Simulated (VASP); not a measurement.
# Ge4MoW (P4/mmm) in VASP: a series of runs

Runs on Ge4MoW. Level: PBE. Tasks: single point, relaxation of cell and atoms.

Everything below comes from runs of VASP 6.6.1. Logs are shortened: lines on timing, memory, paths and dates and some standing lists are left out, and cuts for length are marked.

## (1) The cell of the first run

The structure is tetragonal, space group P4/mmm (No. 123). Conventional cell: a = 3.573 Å, b = 3.573 Å, c = 8.809 Å, α = 90.00°, β = 90.00°, γ = 90.00°. Ge (site symmetry 4mm) has 9 Ge at 2.85 to 3.57 Å and 4 W at 2.90 Å and 1 Mo at 2.98 Å within 3.8 Å. Within 3.8 Å of Ge (site symmetry 4mm) lie 9 Ge at 2.85 to 3.57 Å and 4 Mo at 2.90 Å and 1 W at 2.98 Å. Within 3.8 Å of Mo (site symmetry 4/mmm) lie 10 Ge at 2.90 to 2.98 Å and 4 Mo at 3.57 Å. Within 3.8 Å of W (site symmetry 4/mmm) lie 10 Ge at 2.90 to 2.98 Å and 4 W at 3.57 Å.

## (2) Single point, PBE

INCAR

```
  PREC = Accurate
  ENCUT = 520
  EDIFF = 1E-6
  ISMEAR = 0
  SIGMA = 0.1
  LREAL = False
  LASPH = True
  NELM = 60
  ALGO = Normal
  ISIF = 2
  LWAVE = False
  LCHARG = True
  GGA = PE
  LELF = True
  LVHAR = True
  NBANDS = 51
```

KPOINTS

```
regular mesh
0
Gamma
  6 6 2
```

POSCAR

```
Ge4MoW
1.0
    3.5728760600      0.0000000000      0.0000000000
    0.0000000000      3.5728760600      0.0000000000
    0.0000000000      0.0000000000      8.8094037600
Ge Mo W
4 1 1
Direct
    0.0000000000      0.0000000000      0.6616742600
    0.5000000000      0.5000000000      0.1616742600
    0.0000000000      0.0000000000      0.3383257400
    0.5000000000      0.5000000000      0.8383257400
    0.0000000000      0.0000000000      0.0000000000
    0.5000000000      0.5000000000      0.5000000000
```

Potentials or basis: VASP PAW PBE potentials, release 64 (Ge_d, Mo_sv, W_sv).

The run is started by

```
cat potpaw_PBE.64/Ge_d/POTCAR potpaw_PBE.64/Mo_sv/POTCAR potpaw_PBE.64/W_sv/POTCAR > POTCAR
mpirun -np 1 vasp_std > vasp.out
```

OUTCAR:

```text
PREC = Accurate
   ENCUT = 520
   EDIFF = 1E-6
   ISMEAR = 0
   LREAL = False
   LASPH = True
   NELM = 60
   ISIF = 2
   GGA = PE

 ion  position               nearest neighbor table
   1  0.000  0.000  0.662-   3 2.85   6 2.90   6 2.90   6 2.90   6 2.90   5 2.98
   2  0.500  0.500  0.162-   4 2.85   5 2.90   5 2.90   5 2.90   5 2.90   6 2.98
   3  0.000  0.000  0.338-   1 2.85   6 2.90   6 2.90   6 2.90   6 2.90   5 2.98
   4  0.500  0.500  0.838-   2 2.85   5 2.90   5 2.90   5 2.90   5 2.90   6 2.98
   5  0.000  0.000  0.000-   2 2.90   4 2.90   2 2.90   4 2.90   2 2.90   4 2.90   2 2.90   4 2.90
                             3 2.98   1 2.98
   6  0.500  0.500  0.500-   1 2.90   3 2.90   1 2.90   3 2.90   1 2.90   3 2.90   1 2.90   3 2.90
                             2 2.98   4 2.98

  LATTYP: Found a simple tetragonal cell.
 ALAT       =     3.5728760600
 C/A-ratio  =     2.4656337393

  Lattice vectors:

 A1 = (   3.5728760600,   0.0000000000,   0.0000000000)
 A2 = (   0.0000000000,   3.5728760600,   0.0000000000)
 A3 = (   0.0000000000,   0.0000000000,   8.8094037600)

Analysis of symmetry for initial positions (statically):
=====================================================================
 Subroutine PRICEL returns:
 Original cell was already a primitive cell.

 Routine SETGRP: Setting up the symmetry group for a
 simple tetragonal supercell.

 Subroutine GETGRP returns: Found 16 space group operations
 (whereof 16 operations were pure point group operations)
 out of a pool of 16 trial point group operations.

The static configuration has the point symmetry D_4h.

Analysis of symmetry for dynamics (positions and initial velocities):
=====================================================================
 Subroutine PRICEL returns:
 Original cell was already a primitive cell.

 Routine SETGRP: Setting up the symmetry group for a
 simple tetragonal supercell.

 Subroutine GETGRP returns: Found 16 space group operations
 (whereof 16 operations were pure point group operations)
 out of a pool of 16 trial point group operations.

The dynamic configuration has the point symmetry D_4h.

 Subroutine INISYM returns: Found 16 space group operations
 (whereof 16 operations are pure point group operations),
 and found     1 'primitive' translations

----------------------------------------------------------------------------------------

                                     Primitive cell

  volume of cell :     112.4559

  direct lattice vectors                    reciprocal lattice vectors
     3.572876060  0.000000000  0.000000000     0.279886563  0.000000000  0.000000000
     0.000000000  3.572876060  0.000000000     0.000000000  0.279886563  0.000000000
     0.000000000  0.000000000  8.809403760     0.000000000  0.000000000  0.113515060

  length of vectors
     3.572876060  3.572876060  8.809403760     0.279886563  0.279886563  0.113515060

  position of ions in fractional coordinates (direct lattice)
     0.000000000  0.000000000  0.661674260
     0.500000000  0.500000000  0.161674260
     0.000000000  0.000000000  0.338325740
     0.500000000  0.500000000  0.838325740
     0.000000000  0.000000000  0.000000000
     0.500000000  0.500000000  0.500000000

  ion indices of the primitive-cell ions
   primitive index   ion index
                 1           1
                 2           2
                 3           3
                 4           4
                 5           5
                 6           6

----------------------------------------------------------------------------------------

 KPOINTS: regular mesh

Automatic generation of k-mesh.
 Grid dimensions read from file:
 generate k-points for:    6    6    2

 Generating k-lattice:

  Cartesian coordinates                     Fractional coordinates (reciprocal lattice)
     0.046647760  0.000000000  0.000000000     0.166666667  0.000000000  0.000000000
     0.000000000  0.046647760  0.000000000     0.000000000  0.166666667  0.000000000
     0.000000000  0.000000000  0.056757530     0.000000000  0.000000000  0.500000000

  Length of vectors
     0.046647760  0.046647760  0.056757530

  Shift w.r.t. Gamma in fractional coordinates (k-lattice)
     0.000000000  0.000000000  0.000000000

 Subroutine IBZKPT returns following result:
 ===========================================

 Found     20 irreducible k-points:

 Following reciprocal coordinates:
            Coordinates               Weight
  0.000000  0.000000  0.000000      1.000000
  0.166667  0.000000  0.000000      4.000000
  0.333333  0.000000  0.000000      4.000000
  0.500000  0.000000  0.000000      2.000000
  0.166667  0.166667  0.000000      4.000000
  0.333333  0.166667  0.000000      8.000000
[... 12 lines left out ...]
  0.500000  0.333333  0.500000      4.000000
  0.500000  0.500000  0.500000      1.000000
   k-points           NKPTS =     20   k-points in BZ     NKDIM =     20   number of bands    NBANDS=     51
   number of dos      NEDOS =    301   number of ions     NIONS =      6
   total plane-waves  NPLWV =  54880
   dimension x,y,z NGX =    28 NGY =   28 NGZ =   70
   dimension x,y,z NGXF=    56 NGYF=   56 NGZF=  140
   ions per type =               4   1   1
   NGX,Y,Z   is equivalent  to a cutoff of  13.03, 13.03, 13.21 a.u.
   NGXF,Y,Z  is equivalent  to a cutoff of  26.06, 26.06, 26.42 a.u.
 SYSTEM =  unknown system
   PREC   = accura    normal or accurate (medium, high low for compatibility)
   ISTART =      0    job   : 0-new  1-cont  2-samecut
   ICHARG =      2    charge: 1-file 2-atom 10-const
   ISPIN  =      1    spin polarized calculation?
   LNONCOLLINEAR =      F non collinear calculations
   LSORBIT =      F    spin-orbit coupling
   LASPH  =      T    aspherical Exc in radial PAW
   ENCUT  =  520.0 eV  38.22 Ry    6.18 a.u.   6.64  6.64 16.38*2*pi/ulx,y,z
   NELM   =     60;   NELMIN=  2; NELMDL= -5     # of ELM steps
   EDIFF  = 0.1E-05   stopping-criterion for ELM
   LREAL  =      F    real-space projection
   EDIFFG = 0.1E-04   stopping-criterion for IOM
   NSW    =      0    number of steps for IOM
   IBRION =     -1    ionic relax: 0-MD 1-quasi-New 2-CG
   NFREE  =      0    steps in history (QN), initial steepest desc. (CG)
   ISIF   =      2    stress and relaxation
   ISYM   =      2    0-nonsym 1-usesym 2-fastsym
   POTIM  = 0.5000    time-step for ionic-motion
   TEBEG  =    0.0;   TEEND  =   0.0 temperature during run
   PSTRESS=    0.0 pullay stress
   NELECT =      84.0000    total number of electrons
   NUPDOWN=      -1.0000    fix difference up-down
   EMIN   =  10.00;   EMAX   =-10.00  energy-range for DOS
   EFERMI =   0.00;   METHOD = LEGACY
   ISMEAR =     0;   SIGMA  =   0.10  broadening in eV -4-tet -1-fermi 0-gaus
   EFERMI_NEDOS =   21; number of points for ismear=-14 and -15
   IALGO  =     38    algorithm
   IMIX   =      4    mixing-type and parameters
     AMIX     =   0.40;   BMIX     =  1.00
     AMIX_MAG =   1.60;   BMIX_MAG =  1.00
  volume/ion in A,a.u.               =      18.74       126.48
  Fermi-wavevector in a.u.,A,eV,Ry     =   1.485390  2.806980 30.019664  2.206383
  Thomas-Fermi vector in A             =   2.598808
   LORBIT       =      0    0 simple, 1 ext, 2 COOP (PROOUT), +10 PAW based schemes
   GGA     = PE    functional components
   LHFCALC =     F    Hartree Fock is set to
   AEXX    =    0.0000 exact exchange contribution
   IVDW    =     0    specifies the selected vdW correction
   LEPSILON=     F    determine dielectric tensor
   LRPA    =     F    only Hartree local field effects (RPA)
 non-spin polarized calculation
 Gauss-broadening in eV      SIGMA  =   0.10
  energy-cutoff  :      520.00
  volume of cell :      112.46
 maximum number of plane-waves:      3051
 NGX is ok and might be reduce to    28
   NGX = 13   NGY = 13   NGZ = 33

 number of electron      83.9999994 magnetization

 Free energy of the ion-electron system (eV)
  ---------------------------------------------------
  ext. energy  EPLUGINS =         0.00000000
  ---------------------------------------------------
  free energy    TOTEN  =       -40.62964326 eV

  energy without entropy =      -40.61637645  energy(sigma->0) =      -40.62300985

 E-fermi :   7.4735     XC(G=0): -11.7429

 val. band max:        7.4237812389   @ k =   0.5000   0.3333   0.5000
 cond. band min:       7.4960119023   @ k =   0.5000   0.0000   0.5000
 fundamental gap:      0.0722306634
 Fermi energy:         7.4734597403

 k-point     1 :       0.0000    0.0000    0.0000
  band No.  band energies     occupation
      1     -66.8309      2.00000
      2     -53.4869      2.00000
      3     -30.9579      2.00000
      4     -30.9579      2.00000
      5     -30.9222      2.00000
      6     -27.5298      2.00000
[... 43 lines left out ...]
     50      11.0972      0.00000
     51      11.5891      0.00000

 k-point     2 :       0.1667    0.0000    0.0000
  band No.  band energies     occupation
      1     -66.8306      2.00000
      2     -53.4860      2.00000
      3     -30.9722      2.00000
      4     -30.9567      2.00000
      5     -30.9208      2.00000
      6     -27.5469      2.00000
[... 43 lines left out ...]
     50      11.6172      0.00000
     51      11.6268      0.00000

 k-point     3 :       0.3333    0.0000    0.0000
  band No.  band energies     occupation
      1     -66.8299      2.00000
      2     -53.4843      2.00000
      3     -31.0007      2.00000
      4     -30.9543      2.00000
      5     -30.9180      2.00000
      6     -27.5809      2.00000
[... 43 lines left out ...]
     50      11.1295      0.00000
     51      12.0344      0.00000
[... 811 lines left out ...]
 k-point    19 :       0.5000    0.3333    0.5000
  band No.  band energies     occupation
      1     -66.8286      2.00000
      2     -53.4808      2.00000
      3     -31.0099      2.00000
      4     -30.9945      2.00000
      5     -30.9128      2.00000
      6     -27.5915      2.00000
[... 43 lines left out ...]
     50      10.8088      0.00000
     51      12.0292      0.00000

 k-point    20 :       0.5000    0.5000    0.5000
  band No.  band energies     occupation
      1     -66.8282      2.00000
      2     -53.4799      2.00000
      3     -31.0083      2.00000
      4     -31.0083      2.00000
      5     -30.9116      2.00000
      6     -27.5893      2.00000
[... 43 lines left out ...]
     50      11.0631      0.00000
     51      11.0631      0.00000

------------------------ aborting loop because EDIFF is reached ----------------------------------------

  FORCE on cell =-STRESS in cart. coord.  units (eV):
  Direction    XX          YY          ZZ          XY          YZ          ZX
  --------------------------------------------------------------------------------------
  -------------------------------------------------------------------------------------
  Total      -14.5048099    -14.5048099    -14.0670325      0.0000000     -0.0000000     -0.0000000
  in kB     -206.6522822   -206.6522822   -200.4152000      0.0000000     -0.0000000     -0.0000000
  external PRESSURE =    -204.5732548 kB  Pullay stress =       0.0000000 kB

 VOLUME and BASIS-vectors are now :
 -----------------------------------------------------------------------------
  energy-cutoff  :      520.00
  volume of cell :      112.46
      direct lattice vectors                 reciprocal lattice vectors
     3.572876060  0.000000000  0.000000000     0.279886563  0.000000000  0.000000000
     0.000000000  3.572876060  0.000000000     0.000000000  0.279886563  0.000000000
     0.000000000  0.000000000  8.809403760     0.000000000  0.000000000  0.113515060

 POSITION                                       TOTAL-FORCE (eV/Angst)
 -----------------------------------------------------------------------------------
      0.00000      0.00000      5.82896         0.000000      0.000000     -0.371648
      1.78644      1.78644      1.42425        -0.000000     -0.000000     -0.363226
      0.00000      0.00000      2.98045        -0.000000      0.000000      0.371648
      1.78644      1.78644      7.38515         0.000000      0.000000      0.363226
      0.00000      0.00000      0.00000        -0.000000      0.000000      0.000000
      1.78644      1.78644      4.40470        -0.000000      0.000000      0.000000
 -----------------------------------------------------------------------------------
    total drift:                                0.000000      0.000000      0.000000

  FREE ENERGIE OF THE ION-ELECTRON SYSTEM (eV)
  ---------------------------------------------------
  free  energy   TOTEN  =       -40.6296432562 eV

  energy  without entropy=      -40.6163764536  energy(sigma->0) =      -40.62300985
```

It took 3.8 min on 1 thread of Intel Xeon 8259CL, shared host; peak memory 0.28 GiB.

What came out:

```yaml
Free_energy: -40.6296 eV
Pressure: -20.5 GPa
Largest_force: 0.372 eV/Å
Band_gap_on_the_k_mesh: zero (band 42 reaches 7.63 eV, above the bottom of band 43 at 6.92 eV)
```

Forces on the atoms (eV/Å):
```
Ge   0.000  0.000 -0.372
Ge   0.000  0.000 -0.363
Ge   0.000  0.000  0.372
Ge   0.000  0.000  0.363
Mo   0.000  0.000  0.000
W    0.000  0.000  0.000
```

Caveat: spin-orbit coupling is left out, which moves the levels of the heavy elements.

(Part 1 of 2 ends here.)
